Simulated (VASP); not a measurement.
# HfSiO4 (Cmmm) in VASP: a series of runs, part 2 of 2

VASP 6.6.1.

## 4. Relaxation of cell and atoms, PBE

This run uses another cell than the first one, of 11.85 Å³/atom, 1.137 times its volume.

File INCAR:

```
SYSTEM = HfSiO4
PREC = Accurate
ENCUT = 600
EDIFF = 1E-7
ISMEAR = 0
SIGMA = 0.1
LREAL = .False.
LASPH = .True.
NELM = 120
ALGO = Normal
ISIF = 3
LWAVE = .False.
LCHARG = .False.
GGA = PE
IBRION = 2
NSW = 90
EDIFFG = -0.04
GGA_COMPAT = .False.
NELMIN = 4
```

File KPOINTS:

```
Automatic mesh
0
Gamma
  4 4 6
  0 0 0
```

File POSCAR:

```
HfSiO4
1.0
    3.3543513700     -3.3543513700      0.0000000000
    3.3543513700      3.3543513700      0.0000000000
    0.0000000000      0.0000000000      3.1589586700
Hf Si O
1 1 4
Direct
    0.5000000000      0.5000000000      0.5000000000
    0.0000000000      0.0000000000      0.0000000000
    0.1949551200      0.1949551200      0.5000000000
    0.6949551200      0.3050448800      0.0000000000
    0.3050448800      0.6949551200      0.0000000000
    0.8050448800      0.8050448800      0.5000000000
```

Potentials or basis: VASP PAW PBE potentials, release 64 (Hf_pv, Si, O).

Run with:

```console
> cat potpaw_PBE.64/Hf_pv/POTCAR potpaw_PBE.64/Si/POTCAR potpaw_PBE.64/O/POTCAR > POTCAR
> mpirun -np 1 vasp_std > vasp.out
```

OUTCAR:

```text
SYSTEM = HfSiO4
   PREC = Accurate
   ENCUT = 600
   EDIFF = 1E-7
   ISMEAR = 0
   LREAL = .False.
   LASPH = .True.
   NELM = 120
   ISIF = 3
   GGA = PE
   IBRION = 2
   NSW = 90
   EDIFFG = -0.04
   NELMIN = 4

 ion  position               nearest neighbor table
   1  0.500  0.500  0.500-   3 2.05   6 2.05   5 2.05   4 2.05   4 2.05   5 2.05
   2  0.000  0.000  0.000-   4 2.05   5 2.05   3 2.05   6 2.05   3 2.05   6 2.05
   3  0.195  0.195  0.500-   1 2.05   2 2.05   2 2.05
   4  0.695  0.305  0.000-   2 2.05   1 2.05   1 2.05
   5  0.305  0.695  0.000-   2 2.05   1 2.05   1 2.05
   6  0.805  0.805  0.500-   1 2.05   2 2.05   2 2.05

  LATTYP: Found a simple tetragonal cell.
 ALAT       =     4.7437692004
 C/A-ratio  =     0.6659174459

  Lattice vectors:

 A1 = (   3.3543513700,  -3.3543513700,   0.0000000000)
 A2 = (   3.3543513700,   3.3543513700,   0.0000000000)
 A3 = (   0.0000000000,   0.0000000000,   3.1589586700)

Analysis of symmetry for initial positions (statically):
=====================================================================
 Subroutine PRICEL returns:
 Original cell was already a primitive cell.

 Routine SETGRP: Setting up the symmetry group for a
 simple tetragonal supercell.

 Subroutine GETGRP returns: Found  8 space group operations
 (whereof  8 operations were pure point group operations)
 out of a pool of 16 trial point group operations.

The static configuration has the point symmetry D_2h.

Analysis of symmetry for dynamics (positions and initial velocities):
=====================================================================
 Subroutine PRICEL returns:
 Original cell was already a primitive cell.

[... 131 lines left out ...]
   EFERMI_NEDOS =   21; number of points for ismear=-14 and -15
   IALGO  =     38    algorithm
   IMIX   =      4    mixing-type and parameters
     AMIX     =   0.40;   BMIX     =  1.00
     AMIX_MAG =   1.60;   BMIX_MAG =  1.00
  volume/ion in A,a.u.               =      11.85        79.95
  Fermi-wavevector in a.u.,A,eV,Ry     =   1.328635  2.510756 24.017969  1.765271
  Thomas-Fermi vector in A             =   2.457858
   LORBIT       =      0    0 simple, 1 ext, 2 COOP (PROOUT), +10 PAW based schemes
   GGA     = PE    functional components
   LHFCALC =     F    Hartree Fock is set to
   AEXX    =    0.0000 exact exchange contribution
   IVDW    =     0    specifies the selected vdW correction
   LEPSILON=     F    determine dielectric tensor
   LRPA    =     F    only Hartree local field effects (RPA)
 conjugate gradient relaxation of ions
 non-spin polarized calculation
 Gauss-broadening in eV      SIGMA  =   0.10
  energy-cutoff  :      600.00
  volume of cell :       71.09
 maximum number of plane-waves:      2395
 NGX is ok and might be reduce to    40
   NGX = 19   NGY = 19   NGZ = 13

--------------------------------------- Ionic step        1  -------------------------------------------

 number of electron      37.9999986 magnetization

 Free energy of the ion-electron system (eV)
  ---------------------------------------------------
  ext. energy  EPLUGINS =         0.00000000
  ---------------------------------------------------
  free energy    TOTEN  =       -50.91725606 eV

  energy without entropy =      -50.91725606  energy(sigma->0) =      -50.91725606

------------------------ aborting loop because EDIFF is reached ----------------------------------------

  FORCE on cell =-STRESS in cart. coord.  units (eV):
  Direction    XX          YY          ZZ          XY          YZ          ZX
  --------------------------------------------------------------------------------------
  -------------------------------------------------------------------------------------
  Total       -2.7105714     -9.1998345     -9.9512236     -0.0000000      0.0000000      0.0000000
  in kB      -61.0914443   -207.3478564   -224.2828265     -0.0000000      0.0000000      0.0000000
  external PRESSURE =    -164.2407091 kB  Pullay stress =       0.0000000 kB
[... 267 lines left out ...]
--------------------------------------- Ionic step        8  -------------------------------------------

 number of electron      38.0000003 magnetization

 Free energy of the ion-electron system (eV)
  ---------------------------------------------------
  ext. energy  EPLUGINS =         0.00000000
  ---------------------------------------------------
  free energy    TOTEN  =       -52.65507691 eV

  energy without entropy =      -52.65507691  energy(sigma->0) =      -52.65507691

 E-fermi :   5.0343     XC(G=0): -11.3864

 val. band max:        4.5395704772   @ k =   0.0000   0.0000   0.0000
 cond. band min:       6.3760753138   @ k =   0.0000   0.0000   0.0000
 fundamental gap:      1.8365048366
 Fermi energy:         5.0342840776

 k-point     1 :       0.0000    0.0000    0.0000
  band No.  band energies     occupation
      1     -25.3896      2.00000
      2     -25.1805      2.00000
      3     -25.0287      2.00000
      4     -15.2887      2.00000
      5     -12.8419      2.00000
      6     -12.8269      2.00000
[... 613 lines left out ...]
     22      11.9292      0.00000
     23      12.7722      0.00000

 [... further k-points ...]
[... 5 lines left out ...]
  --------------------------------------------------------------------------------------
  -------------------------------------------------------------------------------------
  Total       -0.0882531     -0.2070320     -0.1214668     -0.0000000      0.0000000      0.0000000
  in kB       -2.2760475     -5.3393579     -3.1326313     -0.0000000      0.0000000      0.0000000
  external PRESSURE =      -3.5826789 kB  Pullay stress =       0.0000000 kB
[... 21 lines left out ...]
  FREE ENERGIE OF THE ION-ELECTRON SYSTEM (eV)
  ---------------------------------------------------
  free  energy   TOTEN  =       -52.6550769103 eV

  energy  without entropy=      -52.6550769103  energy(sigma->0) =      -52.65507691

 reached required accuracy - stopping structural energy minimisation
```

OSZICAR:

```text
N       E                     dE             d eps       ncg     rms          rms(c)
DAV:   1     0.236724668247E+03    0.23672E+03   -0.23316E+04  1288   0.176E+03
DAV:   2    -0.443547672193E+02   -0.28108E+03   -0.27361E+03  1649   0.374E+02
DAV:   3    -0.583699929561E+02   -0.14015E+02   -0.13981E+02  1568   0.840E+01
[... 91 lines left out ...]
DAV:   4    -0.526550788214E+02    0.20310E-04   -0.16872E-04  1617   0.953E-02    0.369E-02
DAV:   5    -0.526550788023E+02    0.19093E-07   -0.14116E-05  1519   0.279E-02    0.221E-02
DAV:   6    -0.526550772184E+02    0.15839E-05   -0.19204E-06  1570   0.112E-02    0.551E-03
DAV:   7    -0.526550769082E+02    0.31014E-06   -0.10796E-06  1470   0.756E-03    0.150E-03
DAV:   8    -0.526550769103E+02   -0.20937E-08   -0.11523E-07   972   0.242E-03
   8 F= -.52655077E+02 E0= -.52655077E+02  d E =-.220838E-01
```

Wall time 3 min (1 thread of Intel Xeon 6975P-C (Granite Rapids), shared host); peak memory 0.24 GiB.

What came out:

```
Free energy                            : -52.6551 eV
Relaxed volume                         : 10.35 Å³/atom
Relaxed cell                           : a = 4.574 Å, b = 4.574 Å, c = 2.971 Å, α = 90.00°, β = 90.00°, γ = 88.34°
Space group after relaxing (to 0.05 Å) : Cmmm (No. 65)
Energy gained by relaxing              : 289.6 meV/atom
Ionic steps                            : 8
Pressure after relaxing                : -0.4 GPa
Largest force after relaxing           : 0.014 eV/Å
Band gap on the k mesh                 : 1.84 eV, direct
```

Forces on the atoms (eV/Å):
```
Hf   0.000  0.000  0.000
Si   0.000  0.000  0.000
O   -0.008  0.000  0.000
O    0.000 -0.014  0.000
O    0.000  0.014  0.000
O    0.008  0.000  0.000
```

Stress tensor (GPa, compression positive):
```
-0.23  0.00  0.00
 0.00 -0.53  0.00
 0.00  0.00 -0.31
```

Step by step:
| step | energy change (eV) | largest force (eV/Å) | pressure (GPa) | volume (Å³) |
| --- | --- | --- | --- | --- |
| 1 | 0.0000 | 3.6822 | -16.42 | 71.09 |
| 2 | -1.3905 | 2.2789 | 16.82 | 59.24 |
| 3 | -1.6151 | 1.8375 | 3.42 | 62.03 |
| 4 | -1.6155 | 1.7834 | 4.10 | 61.86 |
| 5 | -1.6239 | 1.6307 | -4.35 | 62.92 |
| 6 | -1.7157 | 0.7849 | -0.85 | 62.39 |
| 7 | -1.7364 | 0.2135 | -0.18 | 62.06 |
| 8 | -1.7378 | 0.0139 | -0.36 | 62.12 |

Final structure:
```yaml
crystal:
  lattice:
    - [3.28078, -3.18709, 0.00000]
    - [3.28078, 3.18709, 0.00000]
    - [0.00000, 0.00000, 2.97069]
  atoms:
    - { symbol: Hf, position: [0.50000, 0.50000, 0.50000] }
    - { symbol: Si, position: [0.00000, 0.00000, 0.00000] }
    - { symbol: O, position: [0.17870, 0.17870, 0.50000] }
    - { symbol: O, position: [0.72046, 0.27954, 0.00000] }
    - { symbol: O, position: [0.27954, 0.72046, 0.00000] }
    - { symbol: O, position: [0.82130, 0.82130, 0.50000] }
```

Caveat: spin-orbit coupling is left out, which moves the levels of the heavy elements.

## 5. The runs side by side

```csv
task,cell,gap on the mesh (eV),pressure (GPa),largest force (eV/Å)
single point,"a = 4.585, b = 4.585, c = 2.975 Å, angles 90.0, 90.0, 88.3°, 6 atoms",1.77,-1.9,0.23
single point,"a = 4.744, b = 4.744, c = 3.159 Å, 6 atoms",1.29,-16.4,3.68
relaxation of cell and atoms,"relaxed from a = 4.744, b = 4.744, c = 3.159 Å, 6 atoms",1.84,-0.4,0.01
```

Alike in all rows: level PBE; potentials or basis VASP PAW PBE potentials, release 64 (Hf_pv, Si, O); no spin polarisation; k mesh 4 × 4 × 6; cutoff (eV) 600; smearing gaussian 0.1 eV.

Caveats: spin-orbit coupling is left out, which moves the levels of the heavy elements; forces of over 1 eV/Å act on the atoms, so gaps and moduli don't describe the material at rest (some runs).

Absolute energies hang on the potentials; compare differences alone.
